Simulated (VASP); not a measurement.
Write the native input for VASP 6.6.1 that does the following.

```
Task                   : relaxation of cell and atoms
Functional             : PBE
Dispersion             : D3(BJ)
Potentials or basis    : VASP PAW PBE potentials, release 64 (Zr_sv, Se, H)
Cutoff                 : 600 eV
k mesh                 : 3 × 3 × 4
Occupations            : gaussian, width 0.1 eV
Spin                   : no spin polarisation
Dipole correction      : no
Further INCAR settings : ALGO = Normal; EDIFF = 1e-06; IBRION = 2; EDIFFG = -0.0325; NSW = 90; ISIF = 3
```

The structure of Zr4HSe8 lies in POSCAR:

```
Zr4HSe8
1.0
    7.4722426138      0.0000000001      0.0000000000
   -3.7361213070      6.4711519268      0.0000000000
    0.0000000000      0.0000000000      6.0363398387
Zr Se H
4 8 1
Direct
    0.0000000000      0.0000000000      0.0000000000
    0.0000000000      0.5000000000      0.0000000000
    0.5000000000      0.0000000000      0.0000000000
    0.5000000000      0.5000000000      0.0000000000
    0.1666666667      0.3333333333      0.2648971153
    0.1666666667      0.8333333333      0.2648971153
    0.6666666667      0.3333333333      0.2648971153
    0.6666666667      0.8333333333      0.2648971153
    0.3333333333      0.1666666667      0.7351028847
    0.3333333333      0.6666666667      0.7351028847
    0.8333333333      0.1666666667      0.7351028847
    0.8333333333      0.6666666667      0.7351028847
    0.0000000000      0.0000000000      0.5000000000
```

One way to write it, as run:

INCAR

```
SYSTEM = Zr4HSe8
PREC = Accurate
ENCUT = 600
EDIFF = 1E-6
ISMEAR = 0
SIGMA = 0.1
LREAL = .False.
LASPH = .True.
NELM = 80
ALGO = Normal
ISIF = 3
LWAVE = .False.
LCHARG = .False.
GGA = PE
IVDW = 12
IBRION = 2
NSW = 90
EDIFFG = -0.0325
```

KPOINTS

```
regular mesh
0
Gamma
  3 3 4
  0 0 0
```

Potentials or basis: VASP PAW PBE potentials, release 64 (Zr_sv, Se, H).

Command:

```sh
$ cat potpaw_PBE.64/Zr_sv/POTCAR potpaw_PBE.64/Se/POTCAR potpaw_PBE.64/H/POTCAR > POTCAR
$ mpirun -np 1 vasp_std > vasp.out
```

It gave:

| Property | Result |
| --- | --- |
| Relaxed volume | 21.78 Å³/atom |
| Relaxed cell | a = 7.478 Å, b = 7.478 Å, c = 5.846 Å, α = 90.00°, β = 90.00°, γ = 120.00° |
| Space group after relaxing (to 0.1 Å) | P-3m1 (No. 164) |
| Energy gained by relaxing | 5.4 meV/atom |
| Ionic steps | 9 |
| Pressure after relaxing | -0.1 GPa |
| Largest force after relaxing | 0.019 eV/Å |
| Band gap on the k mesh | zero (an odd number of electrons rules out a gap without spin polarisation) |
| Dispersion energy per atom | -0.404 eV |

Caveat: an odd number of electrons without spin polarisation forces a metal; a magnetic or distorted state may lie lower.

Wall time 30 min on 1 thread of Intel(R) Xeon(R) Platinum 8259CL CPU @ 2.50GHz (Skylake/Cascade Lake), on a shared host, peak memory 0.56 GiB.
